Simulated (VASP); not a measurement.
Write the native input for VASP 6.6.1 that does the following.

- Task: single point
- Functional: PBE
- Potentials or basis: VASP PAW PBE potentials, release 64 (Zn, S)
- Cutoff: 520 eV
- k mesh: 12 × 12 × 6
- Occupations: gaussian, width 0.05 eV
- Spin: no spin polarisation
- Dipole correction: no
- Further INCAR settings: ALGO = Normal; EDIFF = 1e-06; NBANDS = 26

The structure of ZnS lies in POSCAR:

```
ZnS
1.0
    3.9634387328      0.0000000000      0.0000000000
   -1.9817193664      3.3004217586      0.0000000000
    0.0000000000      0.0000000000      6.2340000000
Zn S
2 2
Direct
    0.3333333333      0.6666666667      0.0000000000
    0.6666666667      0.3333333333      0.5000000000
    0.3333333333      0.6666666667      0.3850000000
    0.6666666667      0.3333333333      0.8850000000
```

This cell differs from its parent crystal: strain +0.0400 x Voigt [1, 0, 0, 0, 0, 0].

The input as run:

INCAR

```
SYSTEM = ZnS
PREC     = Accurate       ! precision mode
ENCUT    = 520            ! plane-wave cutoff, eV
EDIFF    = 1E-6           ! SCF threshold, eV
ISMEAR   = 0              ! smearing method
SIGMA    = 0.05           ! smearing width, eV
LREAL    = .FALSE.        ! projectors in reciprocal space
LASPH    = .TRUE.         ! aspherical terms in the spheres
NELM     = 60             ! most SCF steps
ALGO     = Normal         ! electronic algorithm
ISIF     = 2              ! what is computed and relaxed
LWAVE    = .FALSE.        ! write WAVECAR
LCHARG   = .FALSE.        ! write CHGCAR
GGA      = PE             ! functional
NBANDS   = 26             ! bands
```

KPOINTS

```
regular mesh
0
G
  12 12 6
  0 0 0
```

Potentials or basis: VASP PAW PBE potentials, release 64 (Zn, S).

Launch:

```bash
$ cat potpaw_PBE.64/Zn/POTCAR potpaw_PBE.64/S/POTCAR > POTCAR
$ mpirun -np 1 vasp_std > vasp.out
```

Results of the run:

* Pressure: -0.4 GPa
* Largest force: 0.317 eV/Å
* Band gap on the k mesh: 2.02 eV, direct

Caveat: the cell differs from its parent crystal (strain +0.0400 x Voigt [1, 0, 0, 0, 0, 0]).

Run time: 4 min on 1 thread of AMD EPYC 7R13 Processor (Zen 3) (shared host), peak memory 0.38 GiB.
